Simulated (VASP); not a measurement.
# BN (P3m1) in VASP: a series of runs

The runs below take BN through single point, with r2SCAN.

All numbers are computed with VASP 6.6.1; they aren't measurements. Logs are shortened: lines on timing, memory, paths and dates and some standing lists are left out, and cuts for length are marked.

## (1) The cell of the first run

The structure is trigonal, space group P3m1 (No. 156). The conventional cell has a = 2.544 Å, b = 2.544 Å, c = 4.208 Å, α = 90.00°, β = 90.00°, γ = 120.00°. Within 1.8 Å of B (site symmetry 3m) lie 4 N at 1.32 to 1.55 Å. B (site symmetry 3m) has 4 N at 1.58 to 1.83 Å within 2.1 Å. Within 1.8 Å of N (site symmetry 3m) lie 4 B at 1.32 to 1.58 Å. Within 2.1 Å of N (site symmetry 3m) lie 4 B at 1.55 to 1.83 Å.

## (2) Single point, r2SCAN (atoms displaced along a vibrational mode)

Input file POSCAR:

```
BN
1.0
    2.5439665234      0.0000000000      0.0000000000
   -1.2719832617      2.2031396356      0.0000000000
    0.0000000000      0.0000000000      4.2077449346
B N
2 2
Direct
    0.6666666667      0.3333333333      0.9751342335
    0.3333333333      0.6666666667      0.5244649483
    0.6666666667      0.3333333333      0.6608489577
    0.3333333333      0.6666666667      0.0895518605
```

Input file INCAR.step1:

```
PREC     = Accurate       # precision mode
ENCUT    = 520            # plane-wave cutoff, eV
ISMEAR   = 0              # smearing method
SIGMA    = 0.05           # smearing width, eV
LREAL    = F              # projectors in reciprocal space
LASPH    = T              # aspherical terms in the spheres
NELM     = 60             # most SCF steps
NBANDS   = 16             # bands
GGA      = PE             # functional
ALGO     = Normal         # electronic algorithm
EDIFF    = 1E-4           # SCF threshold, eV
LWAVE    = T              # write WAVECAR
LCHARG   = F              # write CHGCAR
```

Input file INCAR.step2:

```
PREC     = Accurate       # precision mode
ENCUT    = 520            # plane-wave cutoff, eV
EDIFF    = 1E-7           # SCF threshold, eV
ISMEAR   = 0              # smearing method
SIGMA    = 0.05           # smearing width, eV
LREAL    = F              # projectors in reciprocal space
LASPH    = T              # aspherical terms in the spheres
NELM     = 60             # most SCF steps
ALGO     = Normal         # electronic algorithm
ISIF     = 2              # what is computed and relaxed
LWAVE    = F              # write WAVECAR
LCHARG   = T              # write CHGCAR
METAGGA  = R2SCAN         # meta-GGA
LMIXTAU  = T            
LELF     = T              # ELF
LVHAR    = T            
NBANDS   = 16             # bands
ISTART   = 1
```

Input file KPOINTS:

```
regular mesh
0
Gamma
  12 12 6
```

Potentials or basis: VASP PAW PBE potentials, release 64 (B, N).

Started as:

```
$ cat potpaw_PBE.64/B/POTCAR potpaw_PBE.64/N/POTCAR > POTCAR
$ cp INCAR.step1 INCAR
$ mpirun -np 1 vasp_std > vasp.out
$ cp INCAR.step2 INCAR
$ mpirun -np 1 vasp_std > vasp.out
```

OUTCAR:

```text
PREC = Accurate
   ENCUT = 520
   EDIFF = 1E-7
   ISMEAR = 0
   LREAL = F
   LASPH = T
   NELM = 60
   ISIF = 2
   METAGGA = R2SCAN
   ISTART = 1

 ion  position               nearest neighbor table
   1  0.667  0.333  0.975-   3 1.32   4 1.55   4 1.55   4 1.55
   2  0.333  0.667  0.524-   3 1.58   3 1.58   3 1.58   4 1.83
   3  0.667  0.333  0.661-   1 1.32   2 1.58   2 1.58   2 1.58
   4  0.333  0.667  0.090-   1 1.55   1 1.55   1 1.55   2 1.83

  LATTYP: Found a hexagonal cell.
 ALAT       =     2.5439665234
 C/A-ratio  =     1.6540095539

  Lattice vectors:

 A1 = (   2.5439665234,   0.0000000000,   0.0000000000)
 A2 = (  -1.2719832617,   2.2031396356,   0.0000000000)
 A3 = (   0.0000000000,   0.0000000000,   4.2077449346)

Analysis of symmetry for initial positions (statically):
=====================================================================
 Subroutine PRICEL returns:
 Original cell was already a primitive cell.

 Routine SETGRP: Setting up the symmetry group for a
 hexagonal supercell.

 Subroutine GETGRP returns: Found  6 space group operations
 (whereof  6 operations were pure point group operations)
 out of a pool of 24 trial point group operations.

The static configuration has the point symmetry C_3v.

Analysis of symmetry for dynamics (positions and initial velocities):
=====================================================================
 Subroutine PRICEL returns:
 Original cell was already a primitive cell.

 Routine SETGRP: Setting up the symmetry group for a
 hexagonal supercell.

 Subroutine GETGRP returns: Found  6 space group operations
 (whereof  6 operations were pure point group operations)
 out of a pool of 24 trial point group operations.

The dynamic configuration has the point symmetry C_3v.

 Subroutine INISYM returns: Found  6 space group operations
 (whereof  6 operations are pure point group operations),
 and found     1 'primitive' translations

----------------------------------------------------------------------------------------

                                     Primitive cell

  volume of cell :      23.5832

  direct lattice vectors                    reciprocal lattice vectors
     2.543966523  0.000000000  0.000000000     0.393086934  0.226948847  0.000000000
    -1.271983262  2.203139636  0.000000000     0.000000000  0.453897694  0.000000000
     0.000000000  0.000000000  4.207744935     0.000000000  0.000000000  0.237656991

  length of vectors
     2.543966523  2.543966523  4.207744935     0.453897694  0.453897694  0.237656991

  position of ions in fractional coordinates (direct lattice)
     0.666666667  0.333333333  0.975134234
     0.333333333  0.666666667  0.524464948
     0.666666667  0.333333333  0.660848958
     0.333333333  0.666666667  0.089551861

  ion indices of the primitive-cell ions
   primitive index   ion index
                 1           1
                 2           2
                 3           3
                 4           4

----------------------------------------------------------------------------------------

 KPOINTS: regular mesh

Automatic generation of k-mesh.
 Grid dimensions read from file:
 generate k-points for:   12   12    6

 Generating k-lattice:

  Cartesian coordinates                     Fractional coordinates (reciprocal lattice)
     0.032757244  0.018912404  0.000000000     0.083333333 -0.000000000  0.000000000
     0.000000000  0.037824808  0.000000000     0.000000000  0.083333333  0.000000000
     0.000000000  0.000000000  0.039609498     0.000000000  0.000000000  0.166666667

  Length of vectors
     0.037824808  0.037824808  0.039609498

  Shift w.r.t. Gamma in fractional coordinates (k-lattice)
     0.000000000  0.000000000  0.000000000

 Subroutine IBZKPT returns following result:
 ===========================================

 Found    100 irreducible k-points:

 Following reciprocal coordinates:
            Coordinates               Weight
  0.000000  0.000000  0.000000      1.000000
  0.083333  0.000000  0.000000      6.000000
  0.166667  0.000000  0.000000      6.000000
  0.250000  0.000000  0.000000      6.000000
  0.333333 -0.000000  0.000000      6.000000
  0.416667  0.000000  0.000000      6.000000
[... 16 lines left out ...]
  0.166667  0.000000  0.166667      6.000000
  0.000000  0.166667  0.166667      6.000000
 [... further k-points ...]
   k-points           NKPTS =    100   k-points in BZ     NKDIM =    100   number of bands    NBANDS=     16
   number of dos      NEDOS =    301   number of ions     NIONS =      4
   total plane-waves  NPLWV =  12800
   dimension x,y,z NGX =    20 NGY =   20 NGZ =   32
   dimension x,y,z NGXF=    40 NGYF=   40 NGZF=   64
   ions per type =               2   2
   NGX,Y,Z   is equivalent  to a cutoff of  13.07, 13.07, 12.64 a.u.
   NGXF,Y,Z  is equivalent  to a cutoff of  26.14, 26.14, 25.29 a.u.
 SYSTEM =  unknown system
   PREC   = accura    normal or accurate (medium, high low for compatibility)
   ISTART =      1    job   : 0-new  1-cont  2-samecut
   ICHARG =      0    charge: 1-file 2-atom 10-const
   ISPIN  =      1    spin polarized calculation?
   LNONCOLLINEAR =      F non collinear calculations
   LSORBIT =      F    spin-orbit coupling
   LASPH  =      T    aspherical Exc in radial PAW
   ENCUT  =  520.0 eV  38.22 Ry    6.18 a.u.   4.73  4.73  7.82*2*pi/ulx,y,z
   NELM   =     60;   NELMIN=  2; NELMDL=  0     # of ELM steps
   EDIFF  = 0.1E-06   stopping-criterion for ELM
   LREAL  =      F    real-space projection
   EDIFFG = 0.1E-05   stopping-criterion for IOM
   NSW    =      0    number of steps for IOM
   IBRION =     -1    ionic relax: 0-MD 1-quasi-New 2-CG
   NFREE  =      0    steps in history (QN), initial steepest desc. (CG)
   ISIF   =      2    stress and relaxation
   ISYM   =      2    0-nonsym 1-usesym 2-fastsym
   POTIM  = 0.5000    time-step for ionic-motion
   TEBEG  =    0.0;   TEEND  =   0.0 temperature during run
   PSTRESS=    0.0 pullay stress
   NELECT =      16.0000    total number of electrons
   NUPDOWN=      -1.0000    fix difference up-down
   EMIN   =  10.00;   EMAX   =-10.00  energy-range for DOS
   EFERMI =   0.00;   METHOD = LEGACY
   ISMEAR =     0;   SIGMA  =   0.05  broadening in eV -4-tet -1-fermi 0-gaus
   EFERMI_NEDOS =   21; number of points for ismear=-14 and -15
   IALGO  =     38    algorithm
   IMIX   =      4    mixing-type and parameters
     AMIX     =   0.40;   BMIX     =  1.00
     AMIX_MAG =   1.60;   BMIX_MAG =  1.00
  volume/ion in A,a.u.               =       5.90        39.79
  Fermi-wavevector in a.u.,A,eV,Ry     =   1.438513  2.718396 28.154815  2.069321
  Thomas-Fermi vector in A             =   2.557472
   LORBIT       =      0    0 simple, 1 ext, 2 COOP (PROOUT), +10 PAW based schemes
   METAGGA = R2SCAN    functional components
   LHFCALC =     F    Hartree Fock is set to
   AEXX    =    0.0000 exact exchange contribution
   IVDW    =     0    specifies the selected vdW correction
   LEPSILON=     F    determine dielectric tensor
   LRPA    =     F    only Hartree local field effects (RPA)
 non-spin polarized calculation
 Gauss-broadening in eV      SIGMA  =   0.05
  energy-cutoff  :      520.00
  volume of cell :       23.58
 maximum number of plane-waves:       652
 NGX is ok and might be reduce to    20
   NGX =  9   NGY =  9   NGZ = 15

 number of electron      16.0000002 magnetization

 Free energy of the ion-electron system (eV)
  ---------------------------------------------------
  ext. energy  EPLUGINS =         0.00000000
  ---------------------------------------------------
  free energy    TOTEN  =       -36.57779883 eV

  energy without entropy =      -36.57779883  energy(sigma->0) =      -36.57779883

 E-fermi :   7.8597     XC(G=0): -13.6001

 val. band max:        7.6303540301   @ k =   0.0000   0.0000   0.0000
 cond. band min:      13.0171804749   @ k =   0.3333   0.3333   0.0000
 fundamental gap:      5.3868264448
 Fermi energy:         7.8596653608

 k-point     1 :       0.0000    0.0000    0.0000
  band No.  band energies     occupation
      1     -14.7531      2.00000
      2      -9.5762      2.00000
      3      -3.9936      2.00000
      4       4.5628      2.00000
      5       4.5628      2.00000
      6       6.8409      2.00000
[... 8 lines left out ...]
     15      20.5514      0.00000
     16      26.8233      0.00000

 k-point     2 :       0.0833    0.0000    0.0000
  band No.  band energies     occupation
      1     -14.5988      2.00000
      2      -9.4593      2.00000
      3      -3.8437      2.00000
      4       3.7823      2.00000
      5       4.2823      2.00000
      6       6.8110      2.00000
[... 8 lines left out ...]
     15      21.0382      0.00000
     16      26.0530      0.00000

 k-point     3 :       0.1667    0.0000    0.0000
  band No.  band energies     occupation
      1     -14.1415      2.00000
      2      -9.1276      2.00000
      3      -3.4030      2.00000
      4       2.0386      2.00000
      5       3.6156      2.00000
      6       5.5300      2.00000
[... 8 lines left out ...]
     15      22.3120      0.00000
     16      24.3811      0.00000

 k-point     4 :       0.2500    0.0000    0.0000
  band No.  band energies     occupation
      1     -13.4026      2.00000
      2      -8.6555      2.00000
      3      -2.7081      2.00000
      4       0.0649      2.00000
      5       2.8602      2.00000
      6       3.6769      2.00000
[... 8 lines left out ...]
     15      23.8546      0.00000
     16      23.9756      0.00000
[... 324 lines left out ...]
 k-point    22 :       0.0000    0.0833    0.1667
  band No.  band energies     occupation
      1     -14.4908      2.00000
      2      -9.9264      2.00000
      3      -3.0623      2.00000
      4       3.8354      2.00000
      5       4.3581      2.00000
      6       6.0720      2.00000
[... 8 lines left out ...]
     15      20.7809      0.00000
     16      26.1131      0.00000

 k-point    23 :       0.1667    0.0000    0.1667
  band No.  band energies     occupation
      1     -14.0363      2.00000
      2      -9.5628      2.00000
      3      -2.6969      2.00000
      4       2.1324      2.00000
      5       3.7049      2.00000
      6       5.2643      2.00000
[... 8 lines left out ...]
     15      22.0111      0.00000
     16      25.1544      0.00000

 k-point    24 :       0.0000    0.1667    0.1667
  band No.  band energies     occupation
      1     -14.0359      2.00000
      2      -9.5657      2.00000
      3      -2.6748      2.00000
      4       2.0980      2.00000
      5       3.7003      2.00000
      6       5.1353      2.00000
[... 8 lines left out ...]
     15      22.0566      0.00000
     16      24.6794      0.00000

 [... further k-points ...]
[... 5 lines left out ...]
  --------------------------------------------------------------------------------------
  -------------------------------------------------------------------------------------
  Total        0.6131016      0.6131016      9.6041621     -0.0000000      0.0000000      0.0000000
  in kB       41.6524182     41.6524182    652.4800569     -0.0000000      0.0000000      0.0000000
  external PRESSURE =     245.2616311 kB  Pullay stress =       0.0000000 kB

 VOLUME and BASIS-vectors are now :
 -----------------------------------------------------------------------------
  energy-cutoff  :      520.00
  volume of cell :       23.58
      direct lattice vectors                 reciprocal lattice vectors
     2.543966523  0.000000000  0.000000000     0.393086934  0.226948847  0.000000000
    -1.271983262  2.203139636  0.000000000     0.000000000  0.453897694  0.000000000
     0.000000000  0.000000000  4.207744935     0.000000000  0.000000000  0.237656991

 POSITION                                       TOTAL-FORCE (eV/Angst)
 -----------------------------------------------------------------------------------
      1.27198      0.73438      4.10312        -0.000000      0.000000      8.413072
     -0.00000      1.46876      2.20681        -0.000000     -0.000000     -2.179061
      1.27198      0.73438      2.78068        -0.000000     -0.000000    -11.913560
     -0.00000      1.46876      0.37681         0.000000     -0.000000      5.679548
 -----------------------------------------------------------------------------------
    total drift:                                0.000000     -0.000000     -0.000124

  FREE ENERGIE OF THE ION-ELECTRON SYSTEM (eV)
  ---------------------------------------------------
  free  energy   TOTEN  =       -36.5777988252 eV

  energy  without entropy=      -36.5777988252  energy(sigma->0) =      -36.57779883
```

Run time: 3 min. Hardware: 1 thread of Intel Xeon 8259CL, shared host; peak memory 0.16 GiB.

What came out:

```yaml
Free_energy: -36.5778 eV
Pressure: 24.5 GPa
Largest_force: 11.914 eV/Å
Band_gap_on_the_k_mesh: 5.39 eV (least direct gap 7.62 eV)
```

Forces on the atoms (eV/Å):
```
B     0.000   0.000   8.413
B     0.000   0.000  -2.179
N     0.000   0.000 -11.914
N     0.000   0.000   5.680
```

Stress tensor (GPa, compression positive):
```
 4.17  0.00  0.00
 0.00  4.17  0.00
 0.00  0.00 65.25
```

Caveat: the cell differs from its parent crystal (atoms displaced along a vibrational mode); the cell stands under pressure; the PAW data sets were made with another functional, which shifts forces and pressure a little.

(Part 1 of 2 ends here.)
